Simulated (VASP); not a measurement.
Set up this calculation in VASP 6.6.1, as the native input.

| Property | Result |
| --- | --- |
| Task | single point |
| Functional | PBE |
| Potentials or basis | VASP PAW PBE potentials, release 64 (Bi_d, Te) |
| Cutoff | 520 eV |
| k mesh | 8 × 8 × 8 |
| Occupations | gaussian, width 0.1 eV |
| Spin | no spin polarisation |
| Dipole correction | no |
| Further INCAR settings | ALGO = Normal; EDIFF = 1e-07; NBANDS = 18 |

The structure of BiTe lies in POSCAR:

```
BiTe
1.0
    0.0000000000      3.3595436839      3.3595436839
    3.3595436839      0.0000000000      3.3595436839
    3.3595436839      3.3595436839      0.0000000000
Bi Te
1 1
Direct
    0.0000000000      0.0000000000      0.0000000000
    0.5000000000      0.5000000000      0.5000000000
```

These files were run (other wordings do the same):

INCAR

```
ALGO = Normal
EDIFF = 1E-7
ENCUT = 520
GGA = PE
ISIF = 2
ISMEAR = 0
LASPH = T
LCHARG = F
LREAL = F
LWAVE = F
NBANDS = 18
NELM = 100
PREC = Accurate
SIGMA = 0.1
```

KPOINTS

```
k-points
0
Gamma
  8 8 8
```

Potentials or basis: VASP PAW PBE potentials, release 64 (Bi_d, Te).

Launch:

```bash
$ cat potpaw_PBE.64/Bi_d/POTCAR potpaw_PBE.64/Te/POTCAR > POTCAR
$ mpirun -np 1 vasp_std > vasp.out
```

Results of the run:

```json
{"Pressure": "-3.8 GPa"}
```

Wall time 28 s on 1 thread of Intel(R) Xeon(R) Platinum 8488C (Sapphire Rapids) (shared host), peak memory 0.22 GiB.
